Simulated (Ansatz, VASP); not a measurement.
# I in VASP and in Ansatz

INCAR

```
SYSTEM = I
PREC = Accurate
ENCUT = 600
EDIFF = 1E-7
ISMEAR = -1
SIGMA = 0.05
LREAL = .FALSE.
LASPH = .TRUE.
NELM = 100
ALGO = Normal
ISIF = 3
LWAVE = .FALSE.
LCHARG = .FALSE.
GGA = PS
IBRION = 2
NSW = 60
EDIFFG = -0.01
```

File KPOINTS:

```
regular mesh
0
G
  9 9 9
  0 0 0
```

The input POSCAR:

```
I
1.0
    0.0000000000      2.3656004428      3.9098401324
    2.1922454667      0.0000000000      3.9098401324
    2.1922454667      2.3656004428      0.0000000000
I
1
Direct
    0.0000000000      0.0000000000      0.0000000000
```

The input input.yaml:

```yaml
crystal:
  lattice:
    - [0.0, 2.3656004428, 3.9098401324]
    - [2.1922454667, 0.0, 3.9098401324]
    - [2.1922454667, 2.3656004428, 0.0]
  atoms:
    - { symbol: I, position: [0.0, 0.0, 0.0] }
hamiltonian:
  xc: pbesol
  pseudopotentials: { kind: paw }
kpoints:
  mp_grid: { grid: [9, 9, 9] }
scf:
  occupations: { method: fermi_dirac, width: 0.05 }
output:
  forces: true
  stress: true
  eigenvalues: true
  write_density: true
  write_potential: true
  elf: true
  volumetric_format: npy
relax:
  f_tol: 0.01
  max_steps: 40
  cell: { stress_tol: 0.05 }
```

Alike in both runs: task relaxation of cell and atoms; functional PBEsol; k mesh 9 × 9 × 9; occupations fermi-dirac, width 0.05 eV; no spin polarisation.

|  | VASP | Ansatz |
| --- | --- | --- |
| version | VASP 6.6.1 | Ansatz 0.2.0 |
| potentials or method | VASP PAW PBE potentials, release 64 (I) | Ansatz PAW |
| plane-wave cutoff (eV) | 600 | 420 |
| valence electrons in the cell | 7 | 17 |

|  | VASP | Ansatz | Ansatz less VASP |
| --- | --- | --- | --- |
| gap on the k mesh at the Fermi level, each at its own relaxed structure (eV) | none | none | - |
| relaxed volume (Å³/atom) | 37.40 | 37.41 | +0.006 |
| relaxed length of the cell vector where the two differ most in proportion (Å) | 4.379 | 4.379 | +0.0008 |

VASP's potentials were made for PBE, not for PBEsol. A gap of «none» marks a metal or a gap that the smearing closes. VASP's potentials hold 7 valence electrons a cell and Ansatz's 17, so a difference there can come from the potentials and not from the codes.

Neither program's run includes spin-orbit coupling. Noted on Ansatz's run: the plane-wave basis is chosen anew once the cell has moved, so the energies of steps on either side of that aren't comparable.
